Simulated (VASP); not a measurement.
Runs of VASP 6.6.1 on Si. The structure is that of space group P6_3/mmc (No. 194), or close to it. The cells are those of the table. 

```csv
cell,gap on the mesh (eV),pressure (GPa),largest force (eV/Å)
"a = 3.956, b = 3.956, c = 6.546 Å, angles 90.0, 90.0, 120.0°, 4 atoms",0.61,(c),0.06
"a = 3.700, b = 3.700, c = 6.122 Å, angles 90.0, 90.0, 120.0°, 4 atoms",(b),13.7,(a)
"a = 3.832, b = 3.832, c = 6.341 Å, angles 90.0, 90.0, 120.0°, 4 atoms",(d),1.3,0.04
"a = 3.767, b = 3.767, c = 6.234 Å, angles 90.0, 90.0, 120.0°, 4 atoms",0.31,6.7,0.03
"a = 3.895, b = 3.895, c = 6.445 Å, angles 90.0, 90.0, 120.0°, 4 atoms",0.52,-2.9,0.05
```

Alike in all rows: task single point; level PBE; potentials or basis VASP PAW PBE potentials, release 64 (Si); no spin polarisation; k mesh 6 × 6 × 2; cutoff (eV) 520; smearing gaussian 0.01 eV.

Fill in the values left out.

(a) 0.01; (b) 0.17; (c) -6.1; (d) 0.42.

Caveats: all runs use coarse meshes.

A k mesh can miss the band edges.
